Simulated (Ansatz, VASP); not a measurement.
One calculation of Cs2Ga, two programs

File INCAR:

```
SYSTEM = Cs2Ga
ALGO = Normal ; EDIFF = 1E-7
EDIFFG = -0.04 ; ENCUT = 500
GGA = PE ; GGA_COMPAT = .False.
IBRION = 2 ; ISIF = 3
ISMEAR = 0 ; LASPH = .True.
LCHARG = .False. ; LREAL = .False.
LWAVE = .False. ; NELM = 120
NELMIN = 4 ; NSW = 90
PREC = Accurate ; SIGMA = 0.1
```

File KPOINTS:

```
k-points
0
Gamma
  6 6 4
  0 0 0
```

Contents of POSCAR:

```
Cs2Ga
1.0
    4.7737792829      0.0000000000      0.0000000000
   -2.3868896415      4.1342141311      0.0000000000
    0.0000000000      0.0000000000      5.1544128470
Cs Ga
2 1
Direct
    0.3333333333      0.6666666667      0.5000000000
    0.6666666667      0.3333333333      0.5000000000
    0.0000000000      0.0000000000      0.0000000000
```

Input for Ansatz:

```yaml
crystal:
  lattice:
    - [4.7737792829, 0.0, 0.0]
    - [-2.3868896415, 4.1342141311, 0.0]
    - [0.0, 0.0, 5.154412847]
  atoms:
    - { symbol: Cs, position: [0.3333333333, 0.6666666667, 0.5] }
    - { symbol: Cs, position: [0.6666666667, 0.3333333333, 0.5] }
    - { symbol: Ga, position: [0.0, 0.0, 0.0] }
basis:
  ecutwfc: 420
kpoints:
  mp_grid: { grid: [6, 6, 4] }
hamiltonian:
  xc: pbe
scf:
  occupations: { method: gaussian, width: 0.1 }
  lower_state_search: "off"
output:
  forces: true
  stress: true
  eigenvalues: true
relax:
  adjacent_minimum: "off"
  f_tol: 0.04
  max_steps: 70
  cell: { stress_tol: 0.4 }
```

Alike in both runs: task relaxation of cell and atoms; functional PBE; k mesh 6 × 6 × 4; occupations gaussian, width 0.1 eV; no spin polarisation.

```csv
,VASP,Ansatz
version,VASP 6.6.1,Ansatz 0.2.0
potentials or method,"VASP PAW PBE potentials, release 64 (Cs_sv, Ga_d), cutoff 500 eV","scalar-relativistic, plane waves, PAW"
valence electrons in the cell,31,31
```

|  | VASP | Ansatz | Ansatz less VASP |
| --- | --- | --- | --- |
| gap on the k mesh at the Fermi level, each at its own relaxed structure (eV) | none | none | - |
| relaxed volume (Å³/atom) | 51.34 | 51.51 | +0.171 |
| relaxed length of the cell vector where the two differ most in proportion (Å) | 3.989 | 3.956 | -0.0335 |

A gap of «none» marks a metal or a gap that the smearing closes.

Neither program's run includes spin-orbit coupling. Noted on VASP's run: the volume moved by over 15 % at a fixed basis, so the end points are rough.
